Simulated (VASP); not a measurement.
The system is Bi.

```xyz
1
Lattice="3.4319 0.0000 0.0000 -1.1440 3.2357 0.0000 -1.1440 -1.6178 2.8022" Properties=species:S:1:pos:R:3 pbc="T T T"
Bi    0.0000    0.0000    0.0000
```

* Program: VASP 6.6.1
* Task: relaxation of cell and atoms
* Functional: LDA
* Potentials or basis: VASP PAW LDA potentials, release 64 (Bi_d)
* Cutoff: 600 eV
* k mesh: 8 × 8 × 8
* Occupations: methfessel-paxton, width 0.1 eV
* Spin: no spin polarisation

At the start: pressure -3.4 GPa; volume 31.12 Å³/atom.

Problem. How do energy, volume and symmetry change on relaxing?

Solution. Over 3 steps the energy falls by 20.5 meV/atom and the volume is 29.32 Å³/atom (-5.8 %); space group Im-3m (No. 229, to 0.05 Å).

The path:
```
step  energy change (eV)  largest force (eV/Å)  pressure (GPa)  volume (Å³)
   1              0.0000                0.0000           -3.44        31.12
   2             -0.0112                0.0000            2.80        28.20
   3             -0.0205                0.0000            0.02        29.32
```

Final structure:
```yaml
crystal:
  lattice:
    - [3.36439, 0.00000, 0.00000]
    - [-1.12146, 3.17198, 0.00000]
    - [-1.12146, -1.58599, 2.74701]
  atoms:
    - { symbol: Bi, position: [0.00000, 0.00000, 0.00000] }
```
